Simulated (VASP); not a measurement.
A run of VASP 6.6.1 is set up as follows.

Contents of INCAR:

```
SYSTEM = FeCu
  ALGO = Normal
  EDIFF = 1E-7
  ENCUT = 520
  GGA = PE
  ISIF = 2
  ISMEAR = -1
  ISPIN = 2
  LASPH = .True.
  LCHARG = .False.
  LMAXMIX = 4
  LORBIT = 11
  LREAL = .False.
  LWAVE = .False.
  MAGMOM = 2.88 0
  NBANDS = 20
  NELM = 150
  NUPDOWN = 2.88
  PREC = Accurate
  SIGMA = 0.03
```

Contents of KPOINTS:

```
k-points
0
Gamma
  12 12 7
  0 0 0
```

The input POSCAR:

```
FeCu
1.0
    1.4382720000     -1.9879340000      0.0000000000
    1.4382720000      1.9879340000      0.0000000000
    0.0000000000      0.0000000000      4.1381350000
Fe Cu
1 1
Direct
    0.0000000000      0.0000000000      0.0000000000
    0.5000000000      0.5000000000      0.5000000000
```

Potentials or basis: VASP PAW PBE potentials, release 64 (Fe, Cu).

Command:

```sh
$ cat potpaw_PBE.64/Fe/POTCAR potpaw_PBE.64/Cu/POTCAR > POTCAR
$ mpirun -np 1 vasp_std > vasp.out
```

Problem. What does it give for the pressure?

Solution. 3.7 GPa.

Stress tensor (GPa, compression positive):
```
4.15 0.00 0.00
0.00 3.33 0.00
0.00 0.00 3.74
```

Caveat: the cell stands under pressure; the total moment is fixed, so each spin has its own Fermi level and the state may be an excited one.
